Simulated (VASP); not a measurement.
# SiNi (P2_13) in VASP: settings compared

Aim: see how the results for SiNi move with the level of theory and the settings. Levels: BLYP, PBE. Tasks: relaxation of cell and atoms, single point.

Everything below comes from runs of VASP 6.6.1. Logs are shortened: lines on timing, memory, paths and dates and some standing lists are left out, and cuts for length are marked.

**1. The cell of the first run**

It takes space group P2_13 (No. 198, cubic). Conventional cell: a = 4.504 Å, b = 4.504 Å, c = 4.504 Å, α = 90.00°, β = 90.00°, γ = 90.00°. Within 3.1 Å of Ni (site symmetry 3) lie 7 Si at 2.36 to 2.44 Å and 6 Ni at 2.78 Å. Si (site symmetry 3) has 7 Ni at 2.36 to 2.44 Å and 6 Si at 2.78 Å within 3.1 Å.

**2. Relaxation of cell and atoms, BLYP, collinear spin, ferromagnetic start**

INCAR reads:

```
AGGAC = 1.0
AGGAX = 1.0
ALDAC = 0.0
ALDAX = 1.0
ALGO = Normal
EDIFF = 1E-7
EDIFFG = -0.01
ENCUT = 600
GGA = B5
GGA_COMPAT = F
IBRION = 2
ISIF = 3
ISMEAR = -1
ISPIN = 2
LASPH = T
LCHARG = F
LMAXMIX = 4
LORBIT = 11
LREAL = F
LWAVE = F
MAGMOM = 1 1 1 1 0 0 0 0
NELM = 200
NELMIN = 4
NSW = 60
PREC = Accurate
SIGMA = 0.05
```

KPOINTS reads:

```
k-points
0
Gamma
  6 6 6
```

POSCAR reads:

```
SiNi
1.0
    4.5036940000      0.0000000000      0.0000000000
    0.0000000000      4.5036940000      0.0000000000
    0.0000000000      0.0000000000      4.5036940000
Ni Si
4 4
Direct
    0.1495040000      0.1495040000      0.1495040000
    0.6495040000      0.3504960000      0.8504960000
    0.8504960000      0.6495040000      0.3504960000
    0.3504960000      0.8504960000      0.6495040000
    0.8468300000      0.8468300000      0.8468300000
    0.3468300000      0.6531700000      0.1531700000
    0.1531700000      0.3468300000      0.6531700000
    0.6531700000      0.1531700000      0.3468300000
```

Potentials or basis: VASP PAW PBE potentials, release 64 (Ni, Si).

Run with:

```console
> cat potpaw_PBE.64/Ni/POTCAR potpaw_PBE.64/Si/POTCAR > POTCAR
> mpirun -np 1 vasp_std > vasp.out
```

OUTCAR:

```text
EDIFF = 1E-7
   EDIFFG = -0.01
   ENCUT = 600
   GGA = B5
   IBRION = 2
   ISIF = 3
   ISMEAR = -1
   ISPIN = 2
   LASPH = T
   LORBIT = 11
   LREAL = F
   NELM = 200
   NELMIN = 4
   NSW = 60
   PREC = Accurate

 ion  position               nearest neighbor table
   1  0.150  0.150  0.150-   5 2.36   6 2.41   7 2.41   8 2.41   6 2.44   7 2.44   8 2.44   2 2.78
                             4 2.78   4 2.78   2 2.78   3 2.78   3 2.78
   2  0.650  0.350  0.850-   6 2.36   5 2.41   7 2.41   8 2.41   7 2.44   8 2.44   5 2.44   3 2.78
                             1 2.78   3 2.78   1 2.78   4 2.78   4 2.78
   3  0.850  0.650  0.350-   7 2.36   6 2.41   5 2.41   8 2.41   8 2.44   5 2.44   6 2.44   2 2.78
                             2 2.78   4 2.78   4 2.78   1 2.78   1 2.78
   4  0.350  0.850  0.650-   8 2.36   6 2.41   7 2.41   5 2.41   6 2.44   7 2.44   5 2.44   1 2.78
                             1 2.78   3 2.78   3 2.78   2 2.78   2 2.78
   5  0.847  0.847  0.847-   1 2.36   2 2.41   3 2.41   4 2.41   2 2.44   3 2.44   4 2.44   6 2.78
                             7 2.78   8 2.78   8 2.78   7 2.78   6 2.78
   6  0.347  0.653  0.153-   2 2.36   1 2.41   3 2.41   4 2.41   3 2.44   4 2.44   1 2.44   8 2.78
                             5 2.78   7 2.78   7 2.78   8 2.78   5 2.78
   7  0.153  0.347  0.653-   3 2.36   2 2.41   1 2.41   4 2.41   4 2.44   1 2.44   2 2.44   8 2.78
                             5 2.78   6 2.78   5 2.78   6 2.78   8 2.78
   8  0.653  0.153  0.347-   4 2.36   2 2.41   3 2.41   1 2.41   2 2.44   3 2.44   1 2.44   7 2.78
                             5 2.78   5 2.78   6 2.78   6 2.78   7 2.78

  LATTYP: Found a simple cubic cell.
 ALAT       =     4.5036940000

  Lattice vectors:

 A1 = (   4.5036940000,   0.0000000000,   0.0000000000)
 A2 = (   0.0000000000,   4.5036940000,   0.0000000000)
 A3 = (   0.0000000000,   0.0000000000,   4.5036940000)

Analysis of symmetry for initial positions (statically):
=====================================================================
 Subroutine PRICEL returns:
 Original cell was already a primitive cell.

 Routine SETGRP: Setting up the symmetry group for a
 simple cubic supercell.

 Subroutine GETGRP returns: Found 12 space group operations
 (whereof  3 operations were pure point group operations)
 out of a pool of 48 trial point group operations.

The static configuration has the point symmetry C_3 .
 The point group associated with its full space group is T   .

Analysis of symmetry for dynamics (positions and initial velocities):
=====================================================================
 Subroutine PRICEL returns:
 Original cell was already a primitive cell.

 Routine SETGRP: Setting up the symmetry group for a
 simple cubic supercell.

 Subroutine GETGRP returns: Found 12 space group operations
 (whereof  3 operations were pure point group operations)
 out of a pool of 48 trial point group operations.

The dynamic configuration has the point symmetry C_3 .
 The point group associated with its full space group is T   .

Analysis of structural, dynamic, and magnetic symmetry:
=====================================================================
 Subroutine PRICEL returns:
 Original cell was already a primitive cell.

 Routine SETGRP: Setting up the symmetry group for a
 simple cubic supercell.

 Subroutine GETGRP returns: Found 12 space group operations
 (whereof  3 operations were pure point group operations)
 out of a pool of 48 trial point group operations.

The overall configuration has the point symmetry C_3 .
 The point group associated with its full space group is T   .

 Subroutine INISYM returns: Found 12 space group operations
 (whereof  3 operations are pure point group operations),
 and found     1 'primitive' translations

----------------------------------------------------------------------------------------

                                     Primitive cell

  volume of cell :      91.3496

  direct lattice vectors                    reciprocal lattice vectors
     4.503694000  0.000000000  0.000000000     0.222039952  0.000000000  0.000000000
     0.000000000  4.503694000  0.000000000     0.000000000  0.222039952  0.000000000
     0.000000000  0.000000000  4.503694000     0.000000000  0.000000000  0.222039952

  length of vectors
[... 76 lines left out ...]
   number of dos      NEDOS =    301   number of ions     NIONS =      8
   total plane-waves  NPLWV =  46656
   dimension x,y,z NGX =    36 NGY =   36 NGZ =   36
   dimension x,y,z NGXF=    72 NGYF=   72 NGZF=   72
   ions per type =               4   4
   NGX,Y,Z   is equivalent  to a cutoff of  13.29, 13.29, 13.29 a.u.
   NGXF,Y,Z  is equivalent  to a cutoff of  26.58, 26.58, 26.58 a.u.
 SYSTEM =  unknown system
   PREC   = accura    normal or accurate (medium, high low for compatibility)
   ISTART =      0    job   : 0-new  1-cont  2-samecut
   ICHARG =      2    charge: 1-file 2-atom 10-const
[... 17 lines left out ...]
   NELECT =      56.0000    total number of electrons
   NUPDOWN=      -1.0000    fix difference up-down
   EMIN   =  10.00;   EMAX   =-10.00  energy-range for DOS
   EFERMI =   0.00;   METHOD = LEGACY
   ISMEAR =    -1;   SIGMA  =   0.05  broadening in eV -4-tet -1-fermi 0-gaus
   EFERMI_NEDOS =   21; number of points for ismear=-14 and -15
   IALGO  =     38    algorithm
   IMIX   =      4    mixing-type and parameters
     AMIX     =   0.40;   BMIX     =  1.00
     AMIX_MAG =   1.60;   BMIX_MAG =  1.00
  volume/ion in A,a.u.               =      11.42        77.06
  Fermi-wavevector in a.u.,A,eV,Ry     =   1.390706  2.628053 26.314523  1.934063
  Thomas-Fermi vector in A             =   2.514615
   LORBIT       =     11    0 simple, 1 ext, 2 COOP (PROOUT), +10 PAW based schemes
   GGA     = B5    functional components
   LHFCALC =     F    Hartree Fock is set to
   AEXX    =    0.0000 exact exchange contribution
   IVDW    =     0    specifies the selected vdW correction
   LEPSILON=     F    determine dielectric tensor
   LRPA    =     F    only Hartree local field effects (RPA)
 conjugate gradient relaxation of ions
 spin polarized calculation
  energy-cutoff  :      600.00
  volume of cell :       91.35
 maximum number of plane-waves:      3112
   NGX = 17   NGY = 17   NGZ = 17

--------------------------------------- Ionic step        1  -------------------------------------------

 number of electron      55.9999997 magnetization       0.0000922

 number of electron      55.9999997 magnetization      -0.0000247

 Free energy of the ion-electron system (eV)
  ---------------------------------------------------
  ext. energy  EPLUGINS =         0.00000000
  ---------------------------------------------------
  free energy    TOTEN  =       -38.07392331 eV

  energy without entropy =      -38.05086117  energy(sigma->0) =      -38.06239224

------------------------ aborting loop because EDIFF is reached ----------------------------------------

  FORCE on cell =-STRESS in cart. coord.  units (eV):
  Direction    XX          YY          ZZ          XY          YZ          ZX
  --------------------------------------------------------------------------------------
  -------------------------------------------------------------------------------------
  Total        6.5794414      6.5794414      6.5794414      0.0000000     -0.0000000      0.0000000
  in kB      115.3965906    115.3965906    115.3965906      0.0000000     -0.0000000      0.0000000
  external PRESSURE =     115.3965906 kB  Pullay stress =       0.0000000 kB
[... 111 lines left out ...]
  FREE ENERGIE OF THE ION-ELECTRON SYSTEM (eV)
  ---------------------------------------------------
  free  energy   TOTEN  =       -38.2942296888 eV

  energy  without entropy=      -38.2686880183  energy(sigma->0) =      -38.28145885

[... ionic steps 4 to 11 ...]

--------------------------------------- Ionic step       12  -------------------------------------------

 number of electron      55.9999918 magnetization      -0.0000005

 number of electron      55.9999918 magnetization       0.0000000
[... 85 lines left out ...]
 number of electron      55.9999920 magnetization      -0.0000006

 number of electron      55.9999920 magnetization       0.0000002

 Free energy of the ion-electron system (eV)
  ---------------------------------------------------
  ext. energy  EPLUGINS =         0.00000000
  ---------------------------------------------------
  free energy    TOTEN  =       -38.29803355 eV

  energy without entropy =      -38.27310713  energy(sigma->0) =      -38.28557034

 E-fermi :  11.2119     XC(G=0): -11.6006

 val. band max:       11.1413397280   @ k =  -0.1667   0.3333   0.0000
 cond. band min:      11.2336338043   @ k =  -0.1667   0.3333   0.0000
 fundamental gap:      0.0922940762
 Fermi energy:        11.2119101546

 spin component 1

 k-point     1 :       0.0000    0.0000    0.0000
  band No.  band energies     occupation
      1      -2.1228      1.00000
      2       2.9499      1.00000
      3       2.9499      1.00000
      4       2.9499      1.00000
      5       5.5826      1.00000
      6       5.5826      1.00000
[... 901 lines left out ...]
     34      15.5587      0.00000
     35      15.5587      0.00000
 Fermi energy:        11.2119101546

 spin component 2

 k-point     1 :       0.0000    0.0000    0.0000
  band No.  band energies     occupation
      1      -2.1228      1.00000
      2       2.9499      1.00000
      3       2.9499      1.00000
      4       2.9499      1.00000
      5       5.5826      1.00000
      6       5.5826      1.00000
[... 936 lines left out ...]
  FREE ENERGIE OF THE ION-ELECTRON SYSTEM (eV)
  ---------------------------------------------------
  free  energy   TOTEN  =       -38.2980335536 eV

  energy  without entropy=      -38.2731071275  energy(sigma->0) =      -38.28557034

 reached required accuracy - stopping structural energy minimisation

 total charge

# of ion       s       p       d       tot
------------------------------------------
    1        0.428   0.522   8.504   9.454
    2        0.428   0.522   8.504   9.454
    3        0.428   0.522   8.504   9.454
    4        0.428   0.522   8.504   9.454
    5        0.767   0.809   0.000   1.576
    6        0.767   0.809   0.000   1.576
    7        0.767   0.809   0.000   1.576
    8        0.767   0.809   0.000   1.576
--------------------------------------------------
tot          4.779   5.323  34.017  44.120

 magnetization (x)

# of ion       s       p       d       tot
------------------------------------------
    1        0.000   0.000  -0.000  -0.000
    2        0.000   0.000  -0.000  -0.000
    3        0.000   0.000  -0.000  -0.000
    4        0.000   0.000  -0.000  -0.000
    5        0.000  -0.000   0.000   0.000
    6        0.000  -0.000   0.000   0.000
    7        0.000  -0.000   0.000   0.000
    8        0.000  -0.000   0.000   0.000
--------------------------------------------------
tot          0.000  -0.000  -0.000  -0.000
```

Wall time 20 min (1 thread of Intel Xeon Platinum 8488C (Sapphire Rapids), shared host); peak memory 0.32 GiB.

What came out:

* Free energy: -38.2980 eV
* Relaxed volume: 12.25 Å³/atom
* Relaxed cell: a = 4.610 Å, b = 4.610 Å, c = 4.610 Å, α = 90.00°, β = 90.00°, γ = 90.00°
* Space group after relaxing (to 0.1 Å): P2_13 (No. 198)
* Energy gained by relaxing: 28.0 meV/atom
* Ionic steps: 14
* Pressure after relaxing: 0.0 GPa
* Largest force after relaxing: 0.005 eV/Å
* Band gap on the k mesh: zero (filled and empty bands overlap)
* Net moment: 0.00 μB per cell
* Valence electrons inside the program's atomic spheres: Ni 9.45; Si 1.58

Forces on the atoms (eV/Å):
```
Ni  -0.001 -0.001 -0.001
Ni  -0.001  0.001  0.001
Ni   0.001 -0.001  0.001
Ni   0.001  0.001 -0.001
Si  -0.003 -0.003 -0.003
Si  -0.003  0.003  0.003
Si   0.003 -0.003  0.003
Si   0.003  0.003 -0.003
```

Step by step:
```
step  energy change (eV)  largest force (eV/Å)  pressure (GPa)  volume (Å³)
   1              0.0000                0.0644           11.54        91.35
   2             -0.1284                0.1011           -5.91       102.66
   3             -0.2203                0.0849           -0.03        97.92
   4             -0.2202                0.0844            0.16        97.78
   5             -0.2215                0.0601            0.19        97.79
   6             -0.2229                0.0276            0.20        97.81
   7             -0.2229                0.0274            0.20        97.82
   8             -0.2231                0.0259           -0.27        98.13
   9             -0.2231                0.0263           -0.12        98.03
  10             -0.2234                0.0220           -0.08        98.02
  11             -0.2240                0.0102           -0.05        98.01
  12             -0.2234                0.0427            0.10        97.98
  13             -0.2240                0.0172           -0.01        98.00
  14             -0.2241                0.0046            0.04        97.97
```

Final structure:
```
CELL_PARAMETERS angstrom
4.60991 0.00000 0.00000
0.00000 4.60991 0.00000
0.00000 0.00000 4.60991
ATOMIC_POSITIONS crystal
Ni 0.14661 0.14661 0.14661
Ni 0.64661 0.35339 0.85339
Ni 0.85339 0.64661 0.35339
Ni 0.35339 0.85339 0.64661
Si 0.84486 0.84486 0.84486
Si 0.34486 0.65514 0.15514
Si 0.15514 0.34486 0.65514
Si 0.65514 0.15514 0.34486
```

Levels at points of the mesh, in eV from the Fermi level:
Spin up:
```tsv
k point	band 24	band 25	band 26	band 27	band 28	band 29	band 30	band 31	band 32	band 33
(0.00, 0.00, 0.00)	-1.96	-1.38	-1.38	-1.38	0.86	0.86	0.86	1.47	1.47	2.08
(0.50, 0.00, 0.00)	-1.85	-1.70	-1.70	-0.44	-0.44	-0.19	-0.19	2.60	2.60	2.87
(0.50, 0.50, 0.00)	-2.10	-1.26	-1.26	-0.83	-0.83	0.29	0.29	0.89	0.89	3.93
(0.50, 0.50, 0.50)	-2.29	-1.53	-1.53	-1.53	-1.53	3.82	3.82	3.82	3.82	4.35
```
Spin down:
```
           k point  band 24  band 25  band 26  band 27  band 28  band 29  band 30  band 31  band 32  band 33
(0.00, 0.00, 0.00)    -1.96    -1.38    -1.38    -1.38     0.86     0.86     0.86     1.47     1.47     2.08
(0.50, 0.00, 0.00)    -1.85    -1.70    -1.70    -0.44    -0.44    -0.19    -0.19     2.60     2.60     2.87
(0.50, 0.50, 0.00)    -2.10    -1.26    -1.26    -0.83    -0.83     0.29     0.29     0.89     0.89     3.93
(0.50, 0.50, 0.50)    -2.29    -1.53    -1.53    -1.53    -1.53     3.82     3.82     3.82     3.82     4.35
```

Caveat: the moments typed at the start vanished in this run; the PAW data sets were made with another functional, which shifts forces and pressure a little.

**3. Single point, PBE, collinear spin, ferromagnetic start**

INCAR reads:

```
PREC = Accurate
ENCUT = 520
EDIFF = 1E-6
ISMEAR = 0
SIGMA = 0.012
LREAL = False
LASPH = True
NELM = 150
ALGO = Normal
ISIF = 2
LWAVE = False
LCHARG = False
ISPIN = 2
MAGMOM = 1 1 1 1 0 0 0 0
LORBIT = 11
LMAXMIX = 4
GGA = PE
NBANDS = 42
```

KPOINTS reads:

```
Automatic mesh
0
Gamma
  6 6 6
```

POSCAR is that of step 2.

Potentials or basis: VASP PAW PBE potentials, release 64 (Ni, Si).

Run with:

```console
> cat potpaw_PBE.64/Ni/POTCAR potpaw_PBE.64/Si/POTCAR > POTCAR
> mpirun -np 1 vasp_std > vasp.out
```

Wall time 2.6 min (1 thread of Oxide Virtual Turin-like, shared host); peak memory 0.27 GiB.

The run converged. Its results:

```
Free energy                                           : -46.8172 eV
Pressure                                              : 1.7 GPa
Largest force                                         : 0.030 eV/Å
Band gap on the k mesh                                : zero (filled and empty bands overlap)
Net moment                                            : 0.00 μB per cell
Valence electrons inside the program's atomic spheres : Ni 9.55; Si 1.58
```

Forces on the atoms (eV/Å):
```
Ni  -0.017 -0.017 -0.017
Ni  -0.017  0.017  0.017
Ni   0.017 -0.017  0.017
Ni   0.017  0.017 -0.017
Si  -0.011 -0.011 -0.011
Si  -0.011  0.011  0.011
Si   0.011 -0.011  0.011
Si   0.011  0.011 -0.011
```

Levels at points of the mesh, in eV from the Fermi level:
Spin up:
```csv
k point,band 25,band 26,band 27,band 28,band 29,band 30,band 31,band 32
"(0.00, 0.00, 0.00)",-1.61,-1.61,-1.61,0.96,0.96,0.96,1.37,1.37
"(0.50, 0.00, 0.00)",-1.98,-1.98,-0.62,-0.62,-0.21,-0.21,2.73,2.73
"(0.50, 0.50, 0.00)",-1.52,-1.52,-0.98,-0.98,0.32,0.32,0.86,0.86
"(0.50, 0.50, 0.50)",-1.77,-1.77,-1.77,-1.77,4.16,4.16,4.16,4.16
```
Spin down:
```
           k point  band 26  band 27  band 28  band 29  band 30  band 31
(0.00, 0.00, 0.00)    -1.61    -1.61     0.96     0.96     0.96     1.37
(0.50, 0.00, 0.00)    -1.98    -0.62    -0.62    -0.21    -0.21     2.73
(0.50, 0.50, 0.00)    -1.52    -0.98    -0.98     0.32     0.32     0.86
(0.50, 0.50, 0.50)    -1.77    -1.77    -1.77     4.16     4.16     4.16
```

Caveat: the moments typed at the start vanished in this run.

**4. Single point, PBE, collinear spin, ferromagnetic start**

INCAR reads:

```
ALGO = Normal ; EDIFF = 1E-6
ENCUT = 520 ; GGA = PE
ISIF = 2 ; ISMEAR = 0
ISPIN = 2 ; LASPH = True
LCHARG = False ; LMAXMIX = 4
LORBIT = 11 ; LREAL = False
LWAVE = False ; MAGMOM = 1 1 1 1 0 0 0 0
NBANDS = 42 ; NELM = 150
PREC = Accurate ; SIGMA = 0.013000000000000001
```

KPOINTS reads:

```
k-points
0
Gamma
  6 6 6
```

POSCAR is that of step 3.

Run with:

```console
> cat potpaw_PBE.64/Ni/POTCAR potpaw_PBE.64/Si/POTCAR > POTCAR
> mpirun -np 1 vasp_std > vasp.out
```

Run time: 2.7 min. Hardware: 1 thread of Oxide Virtual Turin-like, shared host; peak memory 0.28 GiB.

It converged, with:

| Property | Result |
| --- | --- |
| Free energy | -46.8172 eV |
| Pressure | 1.7 GPa |
| Largest force | 0.030 eV/Å |
| Band gap on the k mesh | zero (filled and empty bands overlap) |
| Net moment | 0.00 μB per cell |
| Valence electrons inside the program's atomic spheres | Ni 9.55; Si 1.58 |

Forces on the atoms (eV/Å):
```
Ni  -0.017 -0.017 -0.017
Ni  -0.017  0.017  0.017
Ni   0.017 -0.017  0.017
Ni   0.017  0.017 -0.017
Si  -0.011 -0.011 -0.011
Si  -0.011  0.011  0.011
Si   0.011 -0.011  0.011
Si   0.011  0.011 -0.011
```

Levels at points of the mesh, in eV from the Fermi level:
Spin up:
| k point | band 24 | band 25 | band 26 | band 27 | band 28 | band 29 | band 30 | band 31 | band 32 | band 33 |
| --- | --- | --- | --- | --- | --- | --- | --- | --- | --- | --- |
| (0.00, 0.00, 0.00) | -2.24 | -1.61 | -1.61 | -1.61 | 0.96 | 0.96 | 0.96 | 1.37 | 1.37 | 2.00 |
| (0.50, 0.00, 0.00) | -2.11 | -1.98 | -1.98 | -0.62 | -0.62 | -0.21 | -0.21 | 2.73 | 2.73 | 2.88 |
| (0.50, 0.50, 0.00) | -2.40 | -1.52 | -1.52 | -0.98 | -0.98 | 0.32 | 0.32 | 0.86 | 0.86 | 3.90 |
| (0.50, 0.50, 0.50) | -2.63 | -1.77 | -1.77 | -1.77 | -1.77 | 4.16 | 4.16 | 4.16 | 4.16 | 4.51 |
Spin down:
```csv
k point,band 25,band 26,band 27,band 28,band 29,band 30,band 31,band 32
"(0.00, 0.00, 0.00)",-1.61,-1.61,-1.61,0.96,0.96,0.96,1.37,1.37
"(0.50, 0.00, 0.00)",-1.98,-1.98,-0.62,-0.62,-0.21,-0.21,2.73,2.73
"(0.50, 0.50, 0.00)",-1.52,-1.52,-0.98,-0.98,0.32,0.32,0.86,0.86
"(0.50, 0.50, 0.50)",-1.77,-1.77,-1.77,-1.77,4.16,4.16,4.16,4.16
```

Caveat: the moments typed at the start vanished in this run.

**5. Summary**

```tsv
task	level	cell	cutoff (eV)	smearing	gap on the mesh (eV)	pressure (GPa)	moment (μB)	largest force (eV/Å)
relaxation of cell and atoms	BLYP	relaxed	600	fermi-dirac 0.05 eV	none	0.0	0.00	-
single point	PBE	as given	520	gaussian 0.012 eV	none	1.7	0.00	0.03
single point	PBE	as given	520	gaussian 0.013 eV	none	1.7	0.00	0.03
```

Alike in all rows: potentials or basis VASP PAW PBE potentials, release 64 (Ni, Si); spin collinear, ferromagnetic start; k mesh 6 × 6 × 6.

Caveats: the moments typed at the start vanished in this run; the PAW data sets were made with another functional, which shifts forces and pressure a little (at least some runs).

Absolute energies hang on the potentials; compare differences alone.

The gap in the log of VASP goes by the Fermi energy; the results here count the filled bands.